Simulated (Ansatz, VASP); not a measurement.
## Al in VASP and in Ansatz

```
Al
1.0
     0.00000    2.02021    2.02021
     2.02021    0.00000    2.02021
     2.02021    2.02021    0.00000
Al
1
Direct
  0.00000 0.00000 0.00000
```

Alike in both runs: functional PBE; k mesh 32 × 32 × 32; occupations methfessel-paxton of order 1, width 0.4 eV; no spin polarisation.

Ansatz relaxed the structure, and its values are those at the end. VASP's run is a single point on that final structure, the one shown.

|  | VASP | Ansatz |
| --- | --- | --- |
| version | VASP 6.6.1 | Ansatz 0.2.0 |
| potentials or method | VASP PAW PBE potentials, release 64 (Al) | scalar-relativistic, plane waves, PAW |
| plane-wave cutoff (eV) | 520 | 420 |
| valence electrons in the cell | 3 | 3 |

```tsv
	VASP	Ansatz	Ansatz less VASP
gap on the k mesh at the Fermi level (eV)	none	none	-
pressure (GPa)	0.0	0.0	+0.04
```

A gap of «none» marks a metal or a gap that the smearing closes.
